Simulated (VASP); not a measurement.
# KMgF3 (Pm-3m) in VASP: further runs, part 2 of 2

VASP 6.6.1. The steps go on from the part before.

### Step 3. Single point, PBE

Input file INCAR:

```
  ALGO = Normal
  EDIFF = 1E-6
  ENCUT = 520
  GGA = PE
  ISIF = 2
  ISMEAR = 0
  ISYM = 0
  LASPH = True
  LCHARG = True
  LELF = True
  LREAL = Auto
  LVHAR = True
  LWAVE = False
  NBANDS = 80
  NELM = 100
  PREC = Accurate
  SIGMA = 0.02
```

Input file KPOINTS:

```
Automatic mesh
0
Gamma
  2 2 2
  0.5 0.5 0.5
```

Input file POSCAR:

```
KMgF3
1.0
   -4.0538824298      4.0538824298      4.0538824298
    4.0538824298     -4.0538824298      4.0538824298
    4.0538824298      4.0538824298     -4.0538824298
K Mg F
4 4 12
Direct
    0.5000000000      0.5000000000      0.5000000000
    0.0000000000      0.0000000000      0.5000000000
    0.0000000000      0.5000000000      0.0000000000
    0.5000000000      0.0000000000      0.0000000000
    0.5000000000      0.5000000000      0.0000000000
    0.0000000000      0.0000000000      0.0000000000
    0.0000000000      0.5000000000      0.5000000000
    0.5000000000      0.0000000000      0.5000000000
    0.2500000000      0.0000000000      0.2500000000
    0.7500000000      0.5000000000      0.2500000000
    0.7500000000      0.0000000000      0.7500000000
    0.2500000000      0.5000000000      0.7500000000
    0.7500000000      0.2500000000      0.5000000000
    0.2500000000      0.7500000000      0.5000000000
    0.2500000000      0.2500000000      0.0000000000
    0.7500000000      0.7500000000      0.0000000000
    0.0000000000      0.2500000000      0.2500000000
    0.5000000000      0.7500000000      0.2500000000
    0.5000000000      0.2500000000      0.7500000000
    0.0000000000      0.7500000000      0.7500000000
```

Potentials or basis: VASP PAW PBE potentials, release 64 (K_sv, Mg, F).

Run with:

```bash
cat potpaw_PBE.64/K_sv/POTCAR potpaw_PBE.64/Mg/POTCAR potpaw_PBE.64/F/POTCAR > POTCAR
mpirun -np 1 vasp_std > vasp.out
```

OUTCAR:

```text
EDIFF = 1E-6
   ENCUT = 520
   GGA = PE
   ISIF = 2
   ISMEAR = 0
   ISYM = 0
   LASPH = True
   LREAL = Auto
   NELM = 100
   PREC = Accurate

 ion  position               nearest neighbor table
   1  0.500  0.500  0.500-   5 3.51   6 3.51   7 3.51   8 3.51   5 3.51   8 3.51   7 3.51   6 3.51

   2  0.000  0.000  0.500-   5 3.51   6 3.51   7 3.51   8 3.51   6 3.51   7 3.51   8 3.51   5 3.51

   3  0.000  0.500  0.000-   5 3.51   6 3.51   7 3.51   8 3.51   7 3.51   6 3.51   5 3.51   8 3.51
[... 9 lines left out ...]
   8  0.500  0.000  0.500-   9 2.03  11 2.03  13 2.03  14 2.03  18 2.03  19 2.03   3 3.51   4 3.51
                             1 3.51   2 3.51   4 3.51   1 3.51   2 3.51   3 3.51
   9  0.250  0.000  0.250-   6 2.03   8 2.03
  10  0.750  0.500  0.250-   5 2.03   7 2.03
  11  0.750  0.000  0.750-   6 2.03   8 2.03
  12  0.250  0.500  0.750-   5 2.03   7 2.03
  13  0.750  0.250  0.500-   7 2.03   8 2.03
  14  0.250  0.750  0.500-   7 2.03   8 2.03
  15  0.250  0.250  0.000-   5 2.03   6 2.03
  16  0.750  0.750  0.000-   5 2.03   6 2.03
  17  0.000  0.250  0.250-   6 2.03   7 2.03
  18  0.500  0.750  0.250-   5 2.03   8 2.03
  19  0.500  0.250  0.750-   5 2.03   8 2.03
  20  0.000  0.750  0.750-   6 2.03   7 2.03

IMPORTANT INFORMATION: All symmetrisations will be switched off!
NOSYMM: (Re-)initialisation of all symmetry stuff for point group C_1.

----------------------------------------------------------------------------------------

                                     Primitive cell

  volume of cell :     266.4854

  direct lattice vectors                    reciprocal lattice vectors
    -4.053882430  4.053882430  4.053882430     0.000000000  0.123338555  0.123338555
     4.053882430 -4.053882430  4.053882430     0.123338555  0.000000000  0.123338555
     4.053882430  4.053882430 -4.053882430     0.123338555  0.123338555  0.000000000

  length of vectors
     7.021530336  7.021530336  7.021530336     0.174427057  0.174427057  0.174427057

  position of ions in fractional coordinates (direct lattice)
     0.500000000  0.500000000  0.500000000
     0.000000000  0.000000000  0.500000000
     0.000000000  0.500000000  0.000000000
     0.500000000  0.000000000  0.000000000
     0.500000000  0.500000000  0.000000000
     0.000000000  0.000000000  0.000000000
[... 12 lines left out ...]
     0.500000000  0.250000000  0.750000000
     0.000000000  0.750000000  0.750000000

  ion indices of the primitive-cell ions
   primitive index   ion index
                 1           1
                 2           2
                 3           3
                 4           4
                 5           5
                 6           6
[... 12 lines left out ...]
                19          19
                20          20

----------------------------------------------------------------------------------------

 KPOINTS: Automatic mesh

Automatic generation of k-mesh.
 Grid dimensions read from file:
 generate k-points for:    2    2    2

 Generating k-lattice:

  Cartesian coordinates                     Fractional coordinates (reciprocal lattice)
     0.000000000  0.061669277  0.061669277     0.500000000  0.000000000  0.000000000
     0.061669277  0.000000000  0.061669277     0.000000000  0.500000000  0.000000000
     0.061669277  0.061669277  0.000000000     0.000000000  0.000000000  0.500000000

  Length of vectors
     0.087213528  0.087213528  0.087213528

  Shift w.r.t. Gamma in fractional coordinates (k-lattice)
     0.500000000  0.500000000  0.500000000

 Subroutine IBZKPT returns following result:
 ===========================================

 Found      4 irreducible k-points:

 Following reciprocal coordinates:
            Coordinates               Weight
  0.250000  0.250000  0.250000      2.000000
 -0.250000  0.250000  0.250000      2.000000
  0.250000 -0.250000  0.250000      2.000000
  0.250000  0.250000 -0.250000      2.000000
   k-points           NKPTS =      4   k-points in BZ     NKDIM =      4   number of bands    NBANDS=     80
   number of dos      NEDOS =    301   number of ions     NIONS =     20
   total plane-waves  NPLWV = 157464
   dimension x,y,z NGX =    54 NGY =   54 NGZ =   54
   dimension x,y,z NGXF=   108 NGYF=  108 NGZF=  108
   ions per type =               4   4  12
   NGX,Y,Z   is equivalent  to a cutoff of  12.79, 12.79, 12.79 a.u.
   NGXF,Y,Z  is equivalent  to a cutoff of  25.57, 25.57, 25.57 a.u.
 SYSTEM =  unknown system
   PREC   = accura    normal or accurate (medium, high low for compatibility)
   ISTART =      0    job   : 0-new  1-cont  2-samecut
   ICHARG =      2    charge: 1-file 2-atom 10-const
   ISPIN  =      1    spin polarized calculation?
   LNONCOLLINEAR =      F non collinear calculations
   LSORBIT =      F    spin-orbit coupling
   LASPH  =      T    aspherical Exc in radial PAW
   ENCUT  =  520.0 eV  38.22 Ry    6.18 a.u.  13.06 13.06 13.06*2*pi/ulx,y,z
   NELM   =    100;   NELMIN=  2; NELMDL= -5     # of ELM steps
   EDIFF  = 0.1E-05   stopping-criterion for ELM
   LREAL  =      T    real-space projection
   EDIFFG = 0.1E-04   stopping-criterion for IOM
   NSW    =      0    number of steps for IOM
   IBRION =     -1    ionic relax: 0-MD 1-quasi-New 2-CG
   NFREE  =      0    steps in history (QN), initial steepest desc. (CG)
   ISIF   =      2    stress and relaxation
   ISYM   =      0    0-nonsym 1-usesym 2-fastsym
   POTIM  = 0.5000    time-step for ionic-motion
   TEBEG  =    0.0;   TEEND  =   0.0 temperature during run
   PSTRESS=    0.0 pullay stress
   NELECT =     128.0000    total number of electrons
   NUPDOWN=      -1.0000    fix difference up-down
   EMIN   =  10.00;   EMAX   =-10.00  energy-range for DOS
   EFERMI =   0.00;   METHOD = LEGACY
   ISMEAR =     0;   SIGMA  =   0.02  broadening in eV -4-tet -1-fermi 0-gaus
   EFERMI_NEDOS =   21; number of points for ismear=-14 and -15
   IALGO  =     38    algorithm
   IMIX   =      4    mixing-type and parameters
     AMIX     =   0.40;   BMIX     =  1.00
     AMIX_MAG =   1.60;   BMIX_MAG =  1.00
  volume/ion in A,a.u.               =      13.32        89.92
  Fermi-wavevector in a.u.,A,eV,Ry     =   1.282095  2.422809 22.364830  1.643769
  Thomas-Fermi vector in A             =   2.414427
   LORBIT       =      0    0 simple, 1 ext, 2 COOP (PROOUT), +10 PAW based schemes
   GGA     = PE    functional components
   LHFCALC =     F    Hartree Fock is set to
   AEXX    =    0.0000 exact exchange contribution
   IVDW    =     0    specifies the selected vdW correction
   LEPSILON=     F    determine dielectric tensor
   LRPA    =     F    only Hartree local field effects (RPA)
 non-spin polarized calculation
 Gauss-broadening in eV      SIGMA  =   0.02
  energy-cutoff  :      520.00
  volume of cell :      266.49
 maximum number of plane-waves:      7227
 NGX is ok and might be reduce to    54
   NGX = 27   NGY = 27   NGZ = 27

 number of electron     128.0000014 magnetization

 Free energy of the ion-electron system (eV)
  ---------------------------------------------------
  ext. energy  EPLUGINS =         0.00000000
  ---------------------------------------------------
  free energy    TOTEN  =       -97.80974184 eV

  energy without entropy =      -97.80974184  energy(sigma->0) =      -97.80974184

 E-fermi :  -1.6740     XC(G=0):  -9.4347

 val. band max:       -1.8585809315   @ k =   0.2500  -0.2500   0.2500
 cond. band min:       6.0664509877   @ k =   0.2500  -0.2500   0.2500
 fundamental gap:      7.9250319192
 Fermi energy:        -1.6740330857

 k-point     1 :       0.2500    0.2500    0.2500
  band No.  band energies     occupation
      1     -27.5817      2.00000
      2     -27.5817      2.00000
      3     -27.5817      2.00000
      4     -27.5817      2.00000
      5     -21.6511      2.00000
      6     -21.6510      2.00000
[... 305 lines left out ...]
     75       9.6456      0.00000
     76       9.6456      0.00000
 [bands above 76 left out]

------------------------ aborting loop because EDIFF is reached ----------------------------------------

  FORCE on cell =-STRESS in cart. coord.  units (eV):
  Direction    XX          YY          ZZ          XY          YZ          ZX
  --------------------------------------------------------------------------------------
  -------------------------------------------------------------------------------------
  Total       -0.5715231     -0.5720359     -0.5712366     -0.0001923     -0.0001991     -0.0002046
  in kB       -3.4361409     -3.4392238     -3.4344179     -0.0011562     -0.0011973     -0.0012301
  external PRESSURE =      -3.4365942 kB  Pullay stress =       0.0000000 kB

 VOLUME and BASIS-vectors are now :
 -----------------------------------------------------------------------------
  energy-cutoff  :      520.00
  volume of cell :      266.49
      direct lattice vectors                 reciprocal lattice vectors
    -4.053882430  4.053882430  4.053882430     0.000000000  0.123338555  0.123338555
     4.053882430 -4.053882430  4.053882430     0.123338555  0.000000000  0.123338555
     4.053882430  4.053882430 -4.053882430     0.123338555  0.123338555  0.000000000

 POSITION                                       TOTAL-FORCE (eV/Angst)
 -----------------------------------------------------------------------------------
      2.02694      2.02694      2.02694        -0.000009      0.000001      0.000007
      2.02694      2.02694     -2.02694        -0.000012      0.000007     -0.000004
      2.02694     -2.02694      2.02694         0.000008      0.000000     -0.000002
     -2.02694      2.02694      2.02694         0.000004     -0.000017     -0.000002
      0.00000      0.00000      4.05388         0.000001      0.000001     -0.000000
      0.00000      0.00000      0.00000        -0.000001      0.000001      0.000002
[... 12 lines left out ...]
      2.02694      4.05388      0.00000        -0.000004      0.000000     -0.000000
      6.08082      0.00000      0.00000        -0.000005     -0.000002     -0.000008
 -----------------------------------------------------------------------------------
    total drift:                               -0.000002      0.000002     -0.000017

  FREE ENERGIE OF THE ION-ELECTRON SYSTEM (eV)
  ---------------------------------------------------
  free  energy   TOTEN  =       -97.8097418377 eV

  energy  without entropy=      -97.8097418377  energy(sigma->0) =      -97.80974184
```

Wall time 4 min (1 thread of Intel Xeon 6975P-C (Granite Rapids), shared host); peak memory 0.4 GiB.

What came out:

```
Free energy            : -97.8097 eV
Pressure               : -0.3 GPa
Band gap on the k mesh : 7.93 eV
```

Caveat: the k points lie up to 0.55 Å⁻¹ apart; a shifted mesh leaves out Γ, where band edges can lie. A k mesh can miss the band edges.
